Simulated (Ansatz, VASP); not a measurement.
**Al: VASP beside Ansatz**

Contents of INCAR:

```
PREC = Accurate
ENCUT = 520
EDIFF = 1E-7
ISMEAR = 0
SIGMA = 0.15
LREAL = F
LASPH = T
NELM = 60
ALGO = Normal
ISIF = 2
LWAVE = F
LCHARG = F
GGA = PS
IVDW = 12
NBANDS = 14
```

KPOINTS

```
Automatic mesh
0
Gamma
  18 18 6
```

File POSCAR:

```
Al
1.0
    2.8544111702      0.0000000000      0.0000000000
   -1.4272055850      2.4719925862      0.0000000000
    0.0000000000      0.0000000000      9.5577103621
Al
4
Direct
    0.0000000000      0.0000000000      0.0000000000
    0.3333333333      0.6666666667      0.2500000000
    0.0000000000      0.0000000000      0.5000000000
    0.6666666667      0.3333333333      0.7500000000
```

Input for Ansatz:

```yaml
crystal:
  lattice:
    - [2.8544111702, 0.0, 0.0]
    - [-1.427205585, 2.4719925862, 0.0]
    - [0.0, 0.0, 9.5577103621]
  atoms:
    - { symbol: Al, position: [0.0, 0.0, 0.0] }
    - { symbol: Al, position: [0.3333333333, 0.6666666667, 0.25] }
    - { symbol: Al, position: [0.0, 0.0, 0.5] }
    - { symbol: Al, position: [0.6666666667, 0.3333333333, 0.75] }
basis:
  ecutwfc: 420
kpoints:
  mp_grid: { grid: [18, 18, 6] }
hamiltonian:
  xc: pbesol
  pseudopotentials: { kind: paw, azcp: { folder: soft_1 } }
  dispersion: d3bj
scf:
  occupations: { method: gaussian, width: 0.15 }
output:
  forces: true
  stress: true
  eigenvalues: true
```

Alike in both runs: task single point; functional PBEsol; dispersion D3(BJ); k mesh 18 × 18 × 6; occupations gaussian, width 0.15 eV; no spin polarisation.

|  | VASP | Ansatz |
| --- | --- | --- |
| version | VASP 6.6.1 | Ansatz 0.2.0 |
| potentials or method | VASP PAW PBE potentials, release 64 (Al), cutoff 520 eV | scalar-relativistic, plane waves, PAW |
| valence electrons in the cell | 12 | 12 |

Ansatz gave:

- gap on the k mesh at the Fermi level (eV): none
- pressure (GPa): -5.8
- traceless stress, the component that is largest in VASP (GPa): -1.18

Question: Estimate VASP's values.

Answer: gap on the k mesh at the Fermi level (eV): none; pressure (GPa): -5.7; traceless stress, the component that is largest in VASP (GPa): -1.19.

VASP's potentials were made for PBE, not for PBEsol, and Ansatz warns of the same on its side. A gap of «none» marks a metal or a gap that the smearing closes.
